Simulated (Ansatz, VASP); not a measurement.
**Be16CO in VASP and in Ansatz**

INCAR

```
SYSTEM = Be16CO
PREC = Accurate
ENCUT = 520
EDIFF = 1E-6
ISMEAR = 0
SIGMA = 0.1
LREAL = Auto
LASPH = .True.
NELM = 100
ALGO = Normal
ISIF = 2
LWAVE = .False.
LCHARG = .False.
LDIPOL = .True.
IDIPOL = 3
DIPOL = 0.5 0.5 0.308
GGA = PE
NBANDS = 36
```

The input KPOINTS:

```
regular mesh
0
Gamma
  6 6 1
  0 0 0
```

The input POSCAR:

```
Be16CO
1.0
    4.5254381410      0.0000000000      0.0000000000
   -2.2627190705      3.9191443934      0.0000000000
    0.0000000000      0.0000000000     23.4761687145
Be C O
16 1 1
Direct
    0.3333333333      0.1666666667      0.1703855535
    0.3333333333      0.6666666667      0.1703855535
    0.8333333333      0.1666666667      0.1703855535
    0.8333333333      0.6666666667      0.1703855535
    0.1666666667      0.3333333333      0.2463521558
    0.1666666667      0.8333333333      0.2463521558
    0.6666666667      0.3333333333      0.2463521558
    0.6666666667      0.8333333333      0.2463521558
    0.3333333333      0.1666666667      0.3241941575
    0.3333333333      0.6666666667      0.3241941575
    0.8333333333      0.1666666667      0.3241941575
    0.8333333333      0.6666666667      0.3241941575
    0.1666666667      0.3333333333      0.4036505628
    0.1666666667      0.8333333333      0.4036505628
    0.6666666667      0.3333333333      0.4036505628
    0.6666666667      0.8333333333      0.4036505628
    0.1666666667      0.3333333333      0.4735086397
    0.2948310525      0.2051689475      0.4982145450
```

Input for Ansatz:

```yaml
crystal:
  lattice:
    - [4.525438141, 0.0, 0.0]
    - [-2.2627190705, 3.9191443934, 0.0]
    - [0.0, 0.0, 23.4761687145]
  atoms:
    - { symbol: Be, position: [0.3333333333, 0.1666666667, 0.1703855535] }
    - { symbol: Be, position: [0.3333333333, 0.6666666667, 0.1703855535] }
    - { symbol: Be, position: [0.8333333333, 0.1666666667, 0.1703855535] }
    - { symbol: Be, position: [0.8333333333, 0.6666666667, 0.1703855535] }
    - { symbol: Be, position: [0.1666666667, 0.3333333333, 0.2463521558] }
    - { symbol: Be, position: [0.1666666667, 0.8333333333, 0.2463521558] }
    - { symbol: Be, position: [0.6666666667, 0.3333333333, 0.2463521558] }
    - { symbol: Be, position: [0.6666666667, 0.8333333333, 0.2463521558] }
    - { symbol: Be, position: [0.3333333333, 0.1666666667, 0.3241941575] }
    - { symbol: Be, position: [0.3333333333, 0.6666666667, 0.3241941575] }
    - { symbol: Be, position: [0.8333333333, 0.1666666667, 0.3241941575] }
    - { symbol: Be, position: [0.8333333333, 0.6666666667, 0.3241941575] }
    - { symbol: Be, position: [0.1666666667, 0.3333333333, 0.4036505628] }
    - { symbol: Be, position: [0.1666666667, 0.8333333333, 0.4036505628] }
    - { symbol: Be, position: [0.6666666667, 0.3333333333, 0.4036505628] }
    - { symbol: Be, position: [0.6666666667, 0.8333333333, 0.4036505628] }
    - { symbol: C, position: [0.1666666667, 0.3333333333, 0.4735086397] }
    - { symbol: O, position: [0.2948310525, 0.2051689475, 0.498214545] }
basis:
  ecutwfc: 420
kpoints:
  mp_grid: { grid: [6, 6, 1] }
hamiltonian:
  xc: pbe
scf:
  occupations: { method: gaussian, width: 0.1 }
output:
  forces: true
  eigenvalues: true
  write_density: true
  write_potential: true
  elf: true
  volumetric_format: npy
efield:
  axis: 3
  dipole_correction: true
  ramp_width: 0.04
```

Alike in both runs: task single point; functional PBE; k mesh 6 × 6 × 1; occupations gaussian, width 0.1 eV; no spin polarisation.

```csv
,VASP,Ansatz
version,VASP 6.6.1,Ansatz 0.2.0
potentials or method,"VASP PAW PBE potentials, release 64 (Be, C, O), cutoff 520 eV","scalar-relativistic, plane waves, PAW"
valence electrons in the cell,42,42
```

VASP gave:

```
gap on the k mesh at the Fermi level (eV) : none
rms of the force components (eV/Å)        : 0.620
```

Task: Which values does Ansatz return?

Result: gap on the k mesh at the Fermi level (eV): none; rms of the force components (eV/Å): 0.604.

Atom by atom the forces differ by 0.154 eV/Å (rms over components). A gap of «none» marks a metal or a gap that the smearing closes. Ansatz's warnings: xc potential rough in thin density.

Noted on VASP's run: the standard files for N, O and F lose accuracy on very short bonds.
